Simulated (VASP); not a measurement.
# Ru (P6_3/mmc) in VASP: further runs

The runs below take Ru through single point, relaxation of cell and atoms, with PBE.

Everything below comes from runs of VASP 6.6.1. Logs are shortened: lines on timing, memory, paths and dates and some standing lists are left out, and cuts for length are marked.

## (1) The cell of the first run

The structure is hexagonal, space group P6_3/mmc (No. 194). Conventional cell: a = 2.724 Å, b = 2.724 Å, c = 4.286 Å, α = 90.00°, β = 90.00°, γ = 120.00°. Within 3.5 Å of Ru (site symmetry -6m2) lie 12 Ru at 2.66 to 2.72 Å.

## (2) Single point, PBE, collinear spin, ferromagnetic start

INCAR

```
SYSTEM = Ru
  PREC = Accurate
  ENCUT = 500
  EDIFF = 1E-6
  ISMEAR = -1
  SIGMA = 0.05
  LREAL = .FALSE.
  LASPH = .TRUE.
  NELM = 200
  ALGO = Normal
  ISIF = 2
  LWAVE = .FALSE.
  LCHARG = .TRUE.
  ISPIN = 2
  MAGMOM = 1 1
  LORBIT = 11
  LMAXMIX = 4
  GGA = PE
  LELF = .TRUE.
  LVHAR = .TRUE.
  NBANDS = 25
  GGA_COMPAT = .FALSE.
```

KPOINTS

```
Automatic mesh
0
G
  13 13 8
  0 0 0
```

POSCAR

```
Ru
1.0
    2.7237368587      0.0000000000      0.0000000000
   -1.3618684293      2.3588253129      0.0000000000
    0.0000000000      0.0000000000      4.2857963750
Ru
2
Direct
    0.3333333333      0.6666666667      0.2500000000
    0.6666666667      0.3333333333      0.7500000000
```

Potentials or basis: VASP PAW PBE potentials, release 64 (Ru_pv).

The run is started by

```
> cat potpaw_PBE.64/Ru_pv/POTCAR > POTCAR
> mpirun -np 1 vasp_std > vasp.out
```

OUTCAR:

```text
SYSTEM = Ru
   PREC = Accurate
   ENCUT = 500
   EDIFF = 1E-6
   ISMEAR = -1
   LREAL = .FALSE.
   LASPH = .TRUE.
   NELM = 200
   ISIF = 2
   ISPIN = 2
   LORBIT = 11
   GGA = PE

 ion  position               nearest neighbor table
   1  0.333  0.667  0.250-   2 2.66   2 2.66   2 2.66   2 2.66   2 2.66   2 2.66
   2  0.667  0.333  0.750-   1 2.66   1 2.66   1 2.66   1 2.66   1 2.66   1 2.66

  LATTYP: Found a hexagonal cell.
 ALAT       =     2.7237368587
 C/A-ratio  =     1.5734986885

  Lattice vectors:

 A1 = (   2.7237368587,   0.0000000000,   0.0000000000)
 A2 = (  -1.3618684293,   2.3588253129,   0.0000000000)
 A3 = (   0.0000000000,   0.0000000000,   4.2857963750)

Analysis of symmetry for initial positions (statically):
=====================================================================
 Subroutine PRICEL returns:
 Original cell was already a primitive cell.

 Routine SETGRP: Setting up the symmetry group for a
 hexagonal supercell.

 Subroutine GETGRP returns: Found 24 space group operations
 (whereof 12 operations were pure point group operations)
 out of a pool of 24 trial point group operations.

The static configuration has the point symmetry D_3d.
 The point group associated with its full space group is D_6h.

Analysis of symmetry for dynamics (positions and initial velocities):
=====================================================================
 Subroutine PRICEL returns:
 Original cell was already a primitive cell.

 Routine SETGRP: Setting up the symmetry group for a
 hexagonal supercell.

 Subroutine GETGRP returns: Found 24 space group operations
 (whereof 12 operations were pure point group operations)
 out of a pool of 24 trial point group operations.

The dynamic configuration has the point symmetry D_3d.
 The point group associated with its full space group is D_6h.

Analysis of structural, dynamic, and magnetic symmetry:
=====================================================================
 Subroutine PRICEL returns:
 Original cell was already a primitive cell.

 Routine SETGRP: Setting up the symmetry group for a
 hexagonal supercell.

 Subroutine GETGRP returns: Found 24 space group operations
 (whereof 12 operations were pure point group operations)
 out of a pool of 24 trial point group operations.

The overall configuration has the point symmetry D_3d.
 The point group associated with its full space group is D_6h.

 Subroutine INISYM returns: Found 24 space group operations
 (whereof 12 operations are pure point group operations),
 and found     1 'primitive' translations

----------------------------------------------------------------------------------------

                                     Primitive cell

  volume of cell :      27.5355

  direct lattice vectors                    reciprocal lattice vectors
     2.723736859  0.000000000  0.000000000     0.367142662  0.211969915  0.000000000
    -1.361868429  2.358825313  0.000000000     0.000000000  0.423939829  0.000000000
     0.000000000  0.000000000  4.285796375     0.000000000  0.000000000  0.233328864

  length of vectors
     2.723736859  2.723736859  4.285796375     0.423939829  0.423939829  0.233328864

  position of ions in fractional coordinates (direct lattice)
     0.333333333  0.666666667  0.250000000
     0.666666667  0.333333333  0.750000000

  ion indices of the primitive-cell ions
   primitive index   ion index
                 1           1
                 2           2

----------------------------------------------------------------------------------------

 KPOINTS: Automatic mesh

Automatic generation of k-mesh.
 Grid dimensions read from file:
 generate k-points for:   13   13    8

 Generating k-lattice:

  Cartesian coordinates                     Fractional coordinates (reciprocal lattice)
     0.028241743  0.016305378  0.000000000     0.076923077  0.000000000  0.000000000
     0.000000000  0.032610756  0.000000000     0.000000000  0.076923077  0.000000000
     0.000000000  0.000000000  0.029166108     0.000000000  0.000000000  0.125000000

  Length of vectors
     0.032610756  0.032610756  0.029166108

  Shift w.r.t. Gamma in fractional coordinates (k-lattice)
     0.000000000  0.000000000  0.000000000

 Subroutine IBZKPT returns following result:
 ===========================================

 Found    105 irreducible k-points:

 Following reciprocal coordinates:
            Coordinates               Weight
  0.000000  0.000000  0.000000      1.000000
  0.076923  0.000000  0.000000      6.000000
  0.153846  0.000000  0.000000      6.000000
  0.230769 -0.000000  0.000000      6.000000
  0.307692  0.000000  0.000000      6.000000
  0.384615  0.000000  0.000000      6.000000
[... 16 lines left out ...]
  0.076923  0.000000  0.125000     12.000000
  0.153846  0.000000  0.125000     12.000000
 [... further k-points ...]
   k-points           NKPTS =    105   k-points in BZ     NKDIM =    105   number of bands    NBANDS=     25
   number of dos      NEDOS =    301   number of ions     NIONS =      2
   total plane-waves  NPLWV =  12800
   dimension x,y,z NGX =    20 NGY =   20 NGZ =   32
   dimension x,y,z NGXF=    40 NGYF=   40 NGZF=   64
   ions per type =               2
   NGX,Y,Z   is equivalent  to a cutoff of  12.21, 12.21, 12.41 a.u.
   NGXF,Y,Z  is equivalent  to a cutoff of  24.41, 24.41, 24.83 a.u.
 SYSTEM =  Ru
   PREC   = accura    normal or accurate (medium, high low for compatibility)
   ISTART =      0    job   : 0-new  1-cont  2-samecut
   ICHARG =      2    charge: 1-file 2-atom 10-const
   ISPIN  =      2    spin polarized calculation?
   LNONCOLLINEAR =      F non collinear calculations
   LSORBIT =      F    spin-orbit coupling
   LASPH  =      T    aspherical Exc in radial PAW
   ENCUT  =  500.0 eV  36.75 Ry    6.06 a.u.   4.97  4.97  7.81*2*pi/ulx,y,z
   NELM   =    200;   NELMIN=  2; NELMDL= -5     # of ELM steps
   EDIFF  = 0.1E-05   stopping-criterion for ELM
   LREAL  =      F    real-space projection
   EDIFFG = 0.1E-04   stopping-criterion for IOM
   NSW    =      0    number of steps for IOM
   IBRION =     -1    ionic relax: 0-MD 1-quasi-New 2-CG
   NFREE  =      0    steps in history (QN), initial steepest desc. (CG)
   ISIF   =      2    stress and relaxation
   ISYM   =      2    0-nonsym 1-usesym 2-fastsym
   POTIM  = 0.5000    time-step for ionic-motion
   TEBEG  =    0.0;   TEEND  =   0.0 temperature during run
   PSTRESS=    0.0 pullay stress
   NELECT =      28.0000    total number of electrons
   NUPDOWN=      -1.0000    fix difference up-down
   EMIN   =  10.00;   EMAX   =-10.00  energy-range for DOS
   EFERMI =   0.00;   METHOD = LEGACY
   ISMEAR =    -1;   SIGMA  =   0.05  broadening in eV -4-tet -1-fermi 0-gaus
   EFERMI_NEDOS =   21; number of points for ismear=-14 and -15
   IALGO  =     38    algorithm
   IMIX   =      4    mixing-type and parameters
     AMIX     =   0.40;   BMIX     =  1.00
     AMIX_MAG =   1.60;   BMIX_MAG =  1.00
  volume/ion in A,a.u.               =      13.77        92.91
  Fermi-wavevector in a.u.,A,eV,Ry     =   1.646253  3.110968 36.873833  2.710150
  Thomas-Fermi vector in A             =   2.735913
   LORBIT       =     11    0 simple, 1 ext, 2 COOP (PROOUT), +10 PAW based schemes
   GGA     = PE    functional components
   LHFCALC =     F    Hartree Fock is set to
   AEXX    =    0.0000 exact exchange contribution
   IVDW    =     0    specifies the selected vdW correction
   LEPSILON=     F    determine dielectric tensor
   LRPA    =     F    only Hartree local field effects (RPA)
 spin polarized calculation
  energy-cutoff  :      500.00
  volume of cell :       27.54
 maximum number of plane-waves:       720
 NGX is ok and might be reduce to    20
   NGX =  9   NGY =  9   NGZ = 15

 number of electron      28.0000011 magnetization       0.0009229

 number of electron      28.0000011 magnetization      -0.0002119

 Free energy of the ion-electron system (eV)
  ---------------------------------------------------
  ext. energy  EPLUGINS =         0.00000000
  ---------------------------------------------------
  free energy    TOTEN  =       -18.47366796 eV

  energy without entropy =      -18.46033073  energy(sigma->0) =      -18.46699935

 E-fermi :  12.6317     XC(G=0): -14.0332

 val. band max:       12.6297871798   @ k =   0.2308   0.0769   0.2500
 cond. band min:      12.6648474824   @ k =   0.3077   0.1538   0.2500
 fundamental gap:      0.0350603025
 Fermi energy:        12.6317316230

 spin component 1

 k-point     1 :       0.0000    0.0000    0.0000
  band No.  band energies     occupation
      1     -31.0182      1.00000
      2     -30.1271      1.00000
      3     -30.1271      1.00000
      4     -29.9593      1.00000
      5     -29.9593      1.00000
      6     -29.9134      1.00000
[... 17 lines left out ...]
     24      30.7332      0.00000
     25      35.2611      0.00000
[... 621 lines left out ...]
      3     -30.1702      1.00000
      4     -30.1434      1.00000
      5     -29.9881      1.00000
      6     -29.9669      1.00000
[... 17 lines left out ...]
     24      30.8179      0.00000
     25      32.1696      0.00000

 [... further k-points ...]

 spin component 2

 k-point     1 :       0.0000    0.0000    0.0000
  band No.  band energies     occupation
      1     -31.0182      1.00000
      2     -30.1271      1.00000
      3     -30.1271      1.00000
      4     -29.9593      1.00000
      5     -29.9593      1.00000
      6     -29.9134      1.00000
[... 17 lines left out ...]
     24      30.7331      0.00000
     25      35.2590      0.00000
[... 621 lines left out ...]
      3     -30.1702      1.00000
      4     -30.1434      1.00000
      5     -29.9881      1.00000
      6     -29.9669      1.00000
[... 17 lines left out ...]
     24      30.8178      0.00000
     25      32.1644      0.00000

 [... further k-points ...]

------------------------ aborting loop because EDIFF is reached ----------------------------------------

  FORCE on cell =-STRESS in cart. coord.  units (eV):
  Direction    XX          YY          ZZ          XY          YZ          ZX
  --------------------------------------------------------------------------------------
  -------------------------------------------------------------------------------------
  Total       -0.0143277     -0.0143277     -0.0170698     -0.0000000      0.0000000     -0.0000000
  in kB       -0.8336705     -0.8336705     -0.9932205     -0.0000000      0.0000000     -0.0000000
  external PRESSURE =      -0.8868538 kB  Pullay stress =       0.0000000 kB

 VOLUME and BASIS-vectors are now :
 -----------------------------------------------------------------------------
  energy-cutoff  :      500.00
  volume of cell :       27.54
      direct lattice vectors                 reciprocal lattice vectors
     2.723736859  0.000000000  0.000000000     0.367142662  0.211969915  0.000000000
    -1.361868429  2.358825313  0.000000000     0.000000000  0.423939829  0.000000000
     0.000000000  0.000000000  4.285796375     0.000000000  0.000000000  0.233328864

 POSITION                                       TOTAL-FORCE (eV/Angst)
 -----------------------------------------------------------------------------------
     -0.00000      1.57255      1.07145        -0.000000      0.000000      0.000000
      1.36187      0.78628      3.21435         0.000000     -0.000000      0.000000
 -----------------------------------------------------------------------------------
    total drift:                               -0.000000      0.000000     -0.000000

  FREE ENERGIE OF THE ION-ELECTRON SYSTEM (eV)
  ---------------------------------------------------
  free  energy   TOTEN  =       -18.4736679647 eV

  energy  without entropy=      -18.4603307322  energy(sigma->0) =      -18.46699935

 total charge

# of ion       s       p       d       tot
------------------------------------------
    1        0.400   6.304   5.937  12.641
    2        0.400   6.304   5.937  12.641
--------------------------------------------------
tot          0.800  12.609  11.874  25.283

 magnetization (x)

# of ion       s       p       d       tot
------------------------------------------
    1       -0.000  -0.000  -0.000  -0.000
    2       -0.000  -0.000  -0.000  -0.000
--------------------------------------------------
tot         -0.000  -0.000  -0.000  -0.000
```

Wall time 88 s (1 thread of Intel Xeon Platinum 8488C (Sapphire Rapids), shared host); peak memory 0.21 GiB.

What came out:

```yaml
Free_energy: -18.4737 eV
Pressure: -0.1 GPa
Band_gap_on_the_k_mesh: zero (filled and empty bands overlap)
Net_moment: 0.00 μB per cell
Valence_electrons_inside_the_program's_atomic_spheres: Ru 12.64
```

## (3) Relaxation of cell and atoms, PBE, collinear spin, ferromagnetic start

This run uses another cell than the first one, of 13.55 Å³/atom.

INCAR

```
SYSTEM = Ru
PREC = Accurate
ENCUT = 600
EDIFF = 1E-7
ISMEAR = -1
SIGMA = 0.05
LREAL = .FALSE.
LASPH = .TRUE.
NELM = 150
ALGO = Normal
ISIF = 3
LWAVE = .FALSE.
LCHARG = .FALSE.
ISPIN = 2
MAGMOM = 1 1
LORBIT = 11
LMAXMIX = 4
GGA = PE
IBRION = 2
NSW = 80
EDIFFG = -0.01
```

KPOINTS

```
regular mesh
0
G
  13 13 8
  0 0 0
```

POSCAR

```
Ru
1.0
    2.7038898633      0.0000000000      0.0000000000
   -1.3519449316      2.3416373106      0.0000000000
    0.0000000000      0.0000000000      4.2816800000
Ru
2
Direct
    0.3333333333      0.6666666667      0.2500000000
    0.6666666667      0.3333333333      0.7500000000
```

Potentials or basis: VASP PAW PBE potentials, release 64 (Ru_pv).

The run is started by

```
> cat potpaw_PBE.64/Ru_pv/POTCAR > POTCAR
> mpirun -np 1 vasp_std > vasp.out
```

OUTCAR:

```text
SYSTEM = Ru
   PREC = Accurate
   ENCUT = 600
   EDIFF = 1E-7
   ISMEAR = -1
   LREAL = .FALSE.
   LASPH = .TRUE.
   NELM = 150
   ISIF = 3
   ISPIN = 2
   LORBIT = 11
   GGA = PE
   IBRION = 2
   NSW = 80
   EDIFFG = -0.01

 ion  position               nearest neighbor table
   1  0.333  0.667  0.250-   2 2.65   2 2.65   2 2.65   2 2.65   2 2.65   2 2.65
   2  0.667  0.333  0.750-   1 2.65   1 2.65   1 2.65   1 2.65   1 2.65   1 2.65

  LATTYP: Found a hexagonal cell.
 ALAT       =     2.7038898633
 C/A-ratio  =     1.5835260371

  Lattice vectors:

 A1 = (   2.7038898633,   0.0000000000,   0.0000000000)
 A2 = (  -1.3519449316,   2.3416373106,   0.0000000000)
 A3 = (   0.0000000000,   0.0000000000,   4.2816800000)

Analysis of symmetry for initial positions (statically):
=====================================================================
 Subroutine PRICEL returns:
 Original cell was already a primitive cell.
[... 393 lines left out ...]
 cond. band min:      12.6736496909   @ k =   0.3077   0.1538   0.2500
 fundamental gap:      0.0350179678
 Fermi energy:        12.6405999598

 spin component 1

 k-point     1 :       0.0000    0.0000    0.0000
  band No.  band energies     occupation
      1     -31.0113      1.00000
      2     -30.1189      1.00000
      3     -30.1189      1.00000
      4     -29.9509      1.00000
      5     -29.9509      1.00000
      6     -29.9048      1.00000
[... 517 lines left out ...]
     18      16.8572      0.00000
     19      23.0273      0.00000

 [... further k-points ...]

 spin component 2

 k-point     1 :       0.0000    0.0000    0.0000
  band No.  band energies     occupation
      1     -31.0113      1.00000
      2     -30.1189      1.00000
      3     -30.1189      1.00000
      4     -29.9509      1.00000
      5     -29.9509      1.00000
      6     -29.9048      1.00000
[... 548 lines left out ...]
  FREE ENERGIE OF THE ION-ELECTRON SYSTEM (eV)
  ---------------------------------------------------
  free  energy   TOTEN  =       -18.4735242431 eV

  energy  without entropy=      -18.4601969207  energy(sigma->0) =      -18.46686058

 reached required accuracy - stopping structural energy minimisation

 total charge

# of ion       s       p       d       tot
------------------------------------------
    1        0.400   6.305   5.938  12.643
    2        0.400   6.305   5.938  12.643
--------------------------------------------------
tot          0.800  12.610  11.876  25.286

 magnetization (x)

# of ion       s       p       d       tot
------------------------------------------
    1       -0.000   0.000   0.000   0.000
    2       -0.000   0.000   0.000   0.000
--------------------------------------------------
tot         -0.000   0.000   0.000   0.000
```

CONTCAR:

```text
Ru
   1.00000000000000
     2.7232491459064443    0.0000000000004141   -0.0000000000000000
    -1.3616245729025058    2.3584029411348753    0.0000000000000000
     0.0000000000000000   -0.0000000000000000    4.2851953702231267
  Ru
     2
Direct
     0.3333333332999970    0.6666666667000030    0.2500000000000000
     0.6666666667000030    0.3333333332999970    0.7500000000000000

  0.00000000E+00  0.00000000E+00  0.00000000E+00
  0.00000000E+00  0.00000000E+00  0.00000000E+00
```

It took 2.7 min on 1 thread of Intel Xeon 6975P-C (Granite Rapids), shared host; peak memory 0.24 GiB.

Results:

| Quantity | Value |
| --- | --- |
| Free energy | -18.4735 eV |
| Relaxed volume | 13.76 Å³/atom |
| Relaxed cell | a = 2.723 Å, b = 2.723 Å, c = 4.285 Å, α = 90.00°, β = 90.00°, γ = 120.00° |
| Space group after relaxing (to 0.1 Å) | P6_3/mmc (No. 194) |
| Energy gained by relaxing | 3.6 meV/atom |
| Ionic steps | 6 |
| Pressure after relaxing | 0.0 GPa |
| Band gap on the k mesh | zero (filled and empty bands overlap) |
| Net moment | 0.00 μB per cell |
| Valence electrons inside the program's atomic spheres | Ru 12.64 |

Step by step:
```tsv
step	energy change (eV)	largest force (eV/Å)	pressure (GPa)	volume (Å³)
1	0.0000	0.0000	4.85	27.11
2	0.0421	0.0000	-12.21	28.75
3	-0.0069	0.0000	-0.29	27.55
4	-0.0069	0.0000	-0.19	27.54
5	-0.0070	0.0000	0.21	27.51
6	-0.0072	0.0000	0.03	27.52
```

Final structure:
```
Ru
1.0
     2.72325    0.00000    0.00000
    -1.36162    2.35840    0.00000
     0.00000    0.00000    4.28520
Ru
2
Direct
  0.33333 0.66667 0.25000
  0.66667 0.33333 0.75000
```

PBE usually gives volumes a little too large and moduli too small. Zero-point motion and thermal expansion aren't in these numbers.

## (4) Single point, PBE, collinear spin, ferromagnetic start (13.22 Å³/atom)

This run uses another cell than the first one, of 13.22 Å³/atom.

INCAR

```
SYSTEM = Ru
ALGO = Normal ; EDIFF = 1E-6
ENCUT = 520 ; GGA = PE
ISIF = 2 ; ISMEAR = -1
ISPIN = 2 ; LASPH = .TRUE.
LCHARG = .FALSE. ; LMAXMIX = 4
LORBIT = 11 ; LREAL = .FALSE.
LWAVE = .FALSE. ; MAGMOM = 1 1
NBANDS = 25 ; NELM = 150
PREC = Accurate ; SIGMA = 0.05
```

KPOINTS

```
k-points
0
G
  22 22 12
  0 0 0
```

POSCAR

```
Ru
1.0
    2.6870186283      0.0000000000      0.0000000000
   -1.3435093141      2.3270263925      0.0000000000
    0.0000000000      0.0000000000      4.2278058830
Ru
2
Direct
    0.3333333333      0.6666666667      0.2500000000
    0.6666666667      0.3333333333      0.7500000000
```

The run is started by

```
> cat potpaw_PBE.64/Ru_pv/POTCAR > POTCAR
> mpirun -np 1 vasp_std > vasp.out
```

Run time: 7 min. Hardware: 1 thread of AMD EPYC 7R13, shared host; peak memory 0.37 GiB.

It converged, with:

| Property | Result |
| --- | --- |
| Free energy | -18.4311 eV |
| Pressure | 13.9 GPa |
| Band gap on the k mesh | zero (filled and empty bands overlap) |
| Net moment | 0.00 μB per cell |
| Valence electrons inside the program's atomic spheres | Ru 12.73 |

Stress tensor (GPa, compression positive):
```
13.19  0.00  0.00
 0.00 13.19  0.00
 0.00  0.00 15.43
```

Levels at points of the mesh, in eV from the Fermi level:
Spin up:
| k point | band 10 | band 11 | band 12 | band 13 | band 14 | band 15 | band 16 | band 17 | band 18 | band 19 |
| --- | --- | --- | --- | --- | --- | --- | --- | --- | --- | --- |
| (0.00, 0.00, 0.00) | -2.72 | -2.47 | -1.99 | -1.99 | -1.50 | -1.50 | 1.22 | 1.22 | 1.39 | 10.36 |
| (0.50, 0.00, 0.00) | -3.19 | -2.12 | -1.86 | -1.55 | 1.45 | 1.90 | 2.02 | 4.19 | 6.30 | 10.37 |
| (0.00, 0.00, 0.50) | -2.90 | -2.90 | -2.90 | -2.77 | -2.77 | 0.57 | 0.57 | 0.57 | 0.57 | 10.37 |
| (0.50, 0.00, 0.50) | -4.70 | -1.13 | -1.13 | 0.46 | 0.46 | 1.72 | 1.72 | 3.49 | 3.49 | 10.37 |
Spin down:
```tsv
k point	band 10	band 11	band 12	band 13	band 14	band 15	band 16	band 17	band 18	band 19
(0.00, 0.00, 0.00)	-2.72	-2.47	-1.99	-1.99	-1.50	-1.50	1.22	1.22	1.39	10.36
(0.50, 0.00, 0.00)	-3.19	-2.12	-1.86	-1.55	1.45	1.90	2.02	4.19	6.30	10.37
(0.00, 0.00, 0.50)	-2.90	-2.90	-2.90	-2.77	-2.77	0.57	0.57	0.57	0.57	10.37
(0.50, 0.00, 0.50)	-4.70	-1.13	-1.13	0.46	0.46	1.72	1.72	3.49	3.49	10.37
```

Caveat: the cell stands under pressure; an empty level that is flat over the whole mesh can mark a ghost state of the potentials, or a narrow d or f band.

(Continued in part 2 of 2.)
